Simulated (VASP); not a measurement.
Write the native input for VASP 6.6.1 that does the following.

| Item | Value |
| --- | --- |
| Task | single point |
| Functional | r2SCAN |
| Potentials or basis | VASP PAW PBE potentials, release 64 (In_d, P) |
| Cutoff | 520 eV |
| k mesh | 8 × 8 × 8 |
| Occupations | gaussian, width 0.05 eV |
| Spin | no spin polarisation |
| Dipole correction | no |
| Further INCAR settings | ALGO = Normal; EDIFF = 1e-06; NBANDS = 16 |

Crystal: InP.

```
In P
1.0
     0.00000    2.95357    3.04218
     2.95357    0.00000    3.04218
     2.95357    2.95357    0.00000
In P
1 1
Direct
  0.00000 0.00000 0.00000
  0.75000 0.75000 0.75000
```

This cell differs from its parent crystal: strain +0.000 along x and y, +0.030 along z.

These files were run (other wordings do the same):

POSCAR

```
InP
1.0
    0.0000000000      2.9535689145      3.0421759819
    2.9535689145      0.0000000000      3.0421759819
    2.9535689145      2.9535689145      0.0000000000
In P
1 1
Direct
    0.0000000000      0.0000000000      0.0000000000
    0.7500000000      0.7500000000      0.7500000000
```

INCAR.step1

```
SYSTEM = InP
PREC = Accurate ; ENCUT = 520
ISMEAR = 0 ; SIGMA = 0.05
LREAL = .FALSE. ; LASPH = .TRUE.
NELM = 100 ; NBANDS = 16
GGA = PE ; ALGO = Normal
EDIFF = 1E-4 ; LWAVE = .TRUE.
LCHARG = .FALSE.
```

INCAR.step2

```
SYSTEM = InP
PREC = Accurate ; ENCUT = 520
EDIFF = 1E-6 ; ISMEAR = 0
SIGMA = 0.05 ; LREAL = .FALSE.
LASPH = .TRUE. ; NELM = 100
ALGO = Normal ; ISIF = 2
LWAVE = .FALSE. ; LCHARG = .FALSE.
METAGGA = R2SCAN ; LMIXTAU = .TRUE.
NBANDS = 16 ; ISTART = 1
```

KPOINTS

```
Automatic mesh
0
G
  8 8 8
  0 0 0
```

Potentials or basis: VASP PAW PBE potentials, release 64 (In_d, P).

Launch:

```sh
$ cat potpaw_PBE.64/In_d/POTCAR potpaw_PBE.64/P/POTCAR > POTCAR
$ cp INCAR.step1 INCAR
$ mpirun -np 1 vasp_std > vasp.out
$ cp INCAR.step2 INCAR
$ mpirun -np 1 vasp_std > vasp.out
```

It gave:

- Pressure: -2.0 GPa
- Band gap on the k mesh: 0.80 eV

Caveat: the cell differs from its parent crystal (strain +0.000 along x and y, +0.030 along z); the PAW data sets were made with another functional, which shifts forces and pressure a little; spin-orbit coupling is left out, which moves the levels of the heavy elements.

Run time: 68 s on 1 thread of Intel(R) Xeon(R) Platinum 8559C (Emerald Rapids), with other jobs on the host, peak memory 0.21 GiB.
